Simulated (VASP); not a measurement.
Crystal: AlN.

```
Al N
1.0
     3.26667    0.00000    0.00000
    -1.63333    2.82902    0.00000
     0.00000    0.00000    4.10469
Al N
2 2
Cartesian
  0.0000 1.8860 1.0262
  1.6333 0.9430 3.0785
  1.6333 0.9430 1.0262
  0.0000 1.8860 3.0785
```

This cell differs from its parent crystal: strain -0.8%.

Base run:

```yaml
Program: VASP 6.6.1
Functional: r2SCAN
Potentials_or_basis: VASP PAW PBE potentials, release 64 (Al, N)
Cutoff: 520 eV
k_mesh: 12 × 12 × 6
Occupations: gaussian, width 0.01 eV
Spin: no spin polarisation
```

Its results: band gap on the k mesh 4.24 eV, direct; pressure 5.0 GPa.

Task: The run is repeated on the same cell with these changes: functional from r2SCAN to PBE; occupations from gaussian, width 0.01 eV to fermi-dirac, width 0.02 eV. What comes out?

Result: Band gap on the k mesh 3.64 eV, direct; pressure 10.7 GPa.

Caveats: the PAW data sets were made with another functional, which shifts forces and pressure a little (some runs).

A k mesh can miss the band edges.
